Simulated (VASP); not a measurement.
Runs of VASP 6.6.1 on P. Symmetry: P2/m, No. 10, monoclinic system. Conventional cell: a = 2.425 Å, b = 2.439 Å, c = 4.852 Å, α = 90.00°, β = 90.24°, γ = 90.00°. P (site symmetry m) has 6 P at 2.42 to 2.44 Å within 3.2 Å. This isn't the form of P at room conditions, which is orthorhombic.

```tsv
level	share of exact exchange	screening parameter	gap on the mesh (eV)	pressure (GPa)	largest force (eV/Å)
PBE-based screened hybrid with 25 % exact exchange	0.25	0.2 1/Å	none	-2.7	0.02
PBE-based screened hybrid with 25 % exact exchange	0.25	0.1 1/Å	none	-3.3	0.01
PBE-based screened hybrid with 25 % exact exchange	0.25	0.15 1/Å	none	-3.0	0.02
PBE-based screened hybrid with 20 % exact exchange	0.2	0.2 1/Å	none	(b)	0.02
PBE-based screened hybrid with 30 % exact exchange	0.3	0.2 1/Å	none	(a)	0.02
```

Alike in all rows: task single point; potentials or basis VASP PAW PBE potentials, release 64 (P); no spin polarisation; cell as given; k mesh 6 × 6 × 3; cutoff (eV) 520; smearing fermi-dirac 0.05 eV.

Problem. Estimate the missing entries.

Solution. (a) -3.6; (b) -1.8.

Caveats: all runs use coarse meshes; the PAW data sets were made with another functional, which shifts forces and pressure a little.

A gap of «none» marks levels without a gap at the run's occupations.
